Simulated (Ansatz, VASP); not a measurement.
InSb5 in VASP and in Ansatz

```
In Sb
1.0
     3.53250    0.00000    0.00000
     0.00000    3.53250    0.00000
     0.00000    0.00000   14.96354
In Sb
1 5
Direct
  0.50000 0.50000 0.00000
  0.50000 0.50000 0.33448
  0.50000 0.50000 0.66552
  0.00000 0.00000 0.17599
  0.00000 0.00000 0.82401
  0.00000 0.00000 0.50000
```

Change from the starting cell: species swapped into the Hf5Pb type (P4/mmm, No. 123).

Alike in both runs: task single point; functional PBE; k mesh 6 × 6 × 1; occupations gaussian, width 0.1 eV; no spin polarisation.

```csv
,VASP,Ansatz
version,VASP 6.6.1,Ansatz 0.2.0
potentials or method,"VASP PAW PBE potentials, release 64 (In_d, Sb), cutoff 520 eV","scalar-relativistic, plane waves, PAW"
valence electrons in the cell,38,88
```

VASP gave:

```
gap on the k mesh at the Fermi level (eV)                     : none
pressure (GPa)                                                : -5.6
traceless stress, the component that is largest in VASP (GPa) : -0.29
rms of the force components (eV/Å)                            : 0.043
```

Estimate Ansatz's values.

gap on the k mesh at the Fermi level (eV): none; pressure (GPa): -5.5; traceless stress, the component that is largest in VASP (GPa): -0.30; rms of the force components (eV/Å): 0.041.

Atom by atom the forces differ by 0.003 eV/Å (rms over components). A gap of «none» marks a metal or a gap that the smearing closes. VASP's potentials hold 38 valence electrons a cell and Ansatz's 88, so a difference there can come from the potentials and not from the codes.

The k mesh is coarse, so the values compare programs but aren't converged. Neither program's run includes spin-orbit coupling.
